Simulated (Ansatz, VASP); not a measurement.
**Two plane-wave programs on LiH**

```
Li H
1.0
     0.00000    1.94037    1.94037
     1.94037    0.00000    1.94037
     1.94037    1.94037    0.00000
Li H
1 1
Direct
  0.00000 0.00000 0.00000
  0.50000 0.50000 0.50000
```

Alike in both runs: task single point; functional r2SCAN; k mesh 10 × 10 × 10; occupations gaussian, width 0.02 eV; no spin polarisation.

```csv
,VASP,Ansatz
version,VASP 6.6.1,Ansatz 0.2.0
potentials or method,"VASP PAW PBE potentials, release 64 (Li_sv, H), cutoff 520 eV","scalar-relativistic, plane waves, PAW"
valence electrons in the cell,4,4
```

Ansatz gave:

```
gap on the k mesh at the Fermi level (eV) : 3.56
least direct gap on the mesh (eV)         : 3.56
```

Problem. Which values does VASP return?

Solution. gap on the k mesh at the Fermi level (eV): 3.52; least direct gap on the mesh (eV): 3.52.

VASP's potentials were made for PBE, not for r2SCAN.

Noted on VASP's run: the cutoff is short for stress, so the pressure is rough.
